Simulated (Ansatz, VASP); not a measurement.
# GaP: VASP beside Ansatz

Contents of INCAR:

```
PREC = Accurate ; ENCUT = 520
EDIFF = 1E-7 ; ISMEAR = 0
SIGMA = 0.05 ; LREAL = False
LASPH = True ; NELM = 60
ALGO = Normal ; ISIF = 2
LWAVE = False ; LCHARG = False
GGA = PE ; NBANDS = 16
```

Contents of KPOINTS:

```
Automatic mesh
0
Gamma
  10 10 10
```

POSCAR

```
GaP
1.0
    0.0000000000      2.8748635183      2.7990103382
    2.7990103382      0.0000000000      2.7990103382
    2.7990103382      2.8748635183      0.0000000000
Ga P
1 1
Direct
    0.0000000000      0.0000000000      0.0000000000
    0.7500000000      0.7500000000      0.7500000000
```

Input for Ansatz:

```yaml
crystal:
  lattice:
    - [0.0, 2.8748635183, 2.7990103382]
    - [2.7990103382, 0.0, 2.7990103382]
    - [2.7990103382, 2.8748635183, 0.0]
  atoms:
    - { symbol: Ga, position: [0.0, 0.0, 0.0] }
    - { symbol: P, position: [0.75, 0.75, 0.75] }
basis:
  ecutwfc: 420
kpoints:
  mp_grid: { grid: [10, 10, 10] }
hamiltonian:
  xc: pbe
scf:
  occupations: { method: gaussian, width: 0.05 }
output:
  forces: true
  stress: true
  eigenvalues: true
```

Alike in both runs: task single point; functional PBE; k mesh 10 × 10 × 10; occupations gaussian, width 0.05 eV; no spin polarisation.

```csv
,VASP,Ansatz
version,VASP 6.6.1,Ansatz 0.2.0
potentials or method,"VASP PAW PBE potentials, release 64 (Ga_d, P), cutoff 520 eV","scalar-relativistic, plane waves, PAW"
valence electrons in the cell,18,18
```

|  | VASP | Ansatz | Ansatz less VASP |
| --- | --- | --- | --- |
| gap on the k mesh at the Fermi level (eV) | 0.91 | 0.92 | +0.004 |
| least direct gap on the mesh (eV) | 0.91 | 0.92 | +0.004 |
| pressure (GPa) | -4.9 | -4.9 | -0.02 |
| traceless stress, the component that is largest in VASP (GPa) | -1.31 | -1.31 | -0.002 |

The functional is the same, so the differences come from potentials, cutoffs and numerics.
